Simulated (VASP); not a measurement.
PbAu2, 6 atoms in the cell. It takes space group Fd-3m (No. 227, cubic). Conventional cell: a = 7.927 Å, b = 7.927 Å, c = 7.927 Å, α = 90.00°, β = 90.00°, γ = 90.00°. Pb (site symmetry -43m) has 12 Au at 3.29 Å and 4 Pb at 3.43 Å within 4.3 Å. Within 3.7 Å of Au (site symmetry -3m) lie 6 Au at 2.80 Å and 6 Pb at 3.29 Å. 

```yaml
Program: VASP 6.6.1
Task: relaxation of cell and atoms
Functional: PBEsol
Potentials_or_basis: VASP PAW PBE potentials, release 64 (Pb_d, Au)
Cutoff: 600 eV
k_mesh: 5 × 5 × 5
Occupations: methfessel-paxton, width 0.0346 eV
Spin: no spin polarisation
Dipole_correction: no
Further_INCAR_settings: ALGO = Normal; EDIFF = 1e-06; IBRION = 2; EDIFFG = -0.03; NSW = 60; ISIF = 3
```

Potentials or basis: VASP PAW PBE potentials, release 64 (Pb_d, Au).

Run with:

```console
$ cat potpaw_PBE.64/Pb_d/POTCAR potpaw_PBE.64/Au/POTCAR > POTCAR
$ mpirun -np 1 vasp_std > vasp.out
```

Hardware: 1 thread of Intel(R) Xeon(R) Platinum 8488C (Sapphire Rapids), with other jobs on the host.

Problem. Estimate the wall time of this run.

Solution. Run time: 3.2 min on 1 thread of Intel(R) Xeon(R) Platinum 8488C (Sapphire Rapids) (shared host), peak memory 0.33 GiB. Counts: scf iterations 28, k points 10, ion steps 3.
